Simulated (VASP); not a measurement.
Ag:

```xyz
1
Lattice="0.0000 2.0427 2.0427 2.0427 0.0000 2.0427 2.0427 2.0427 0.0000" Properties=species:S:1:pos:R:3 pbc="T T T"
Ag    0.0000    0.0000    0.0000
```

```yaml
Program: VASP 6.6.1
Task: relaxation of cell and atoms
Functional: PBE
Potentials_or_basis: VASP PAW PBE potentials, release 64 (Ag)
Cutoff: 600 eV
k_mesh: 10 × 10 × 10
Occupations: fermi-dirac, width 0.02 eV
Spin: no spin polarisation
```

At the start: pressure 4.9 GPa; volume 17.05 Å³/atom.

Where does the relaxation end?

Over 3 steps the energy falls by 11.6 meV/atom and the volume is 17.86 Å³/atom (+4.7 %); space group Fm-3m (No. 225, to 0.05 Å).

Step by step:
```
step  energy change (eV)  largest force (eV/Å)  pressure (GPa)  volume (Å³)
   1              0.0000                0.0000            4.85        17.05
   2             -0.0079                0.0000           -2.33        18.35
   3             -0.0116                0.0000            0.01        17.86
```

Final structure:
```xyz
1
Lattice="0.0000 2.0745 2.0745 2.0745 0.0000 2.0745 2.0745 2.0745 0.0000" Properties=species:S:1:pos:R:3 pbc="T T T"
Ag    0.0000    0.0000    0.0000
```
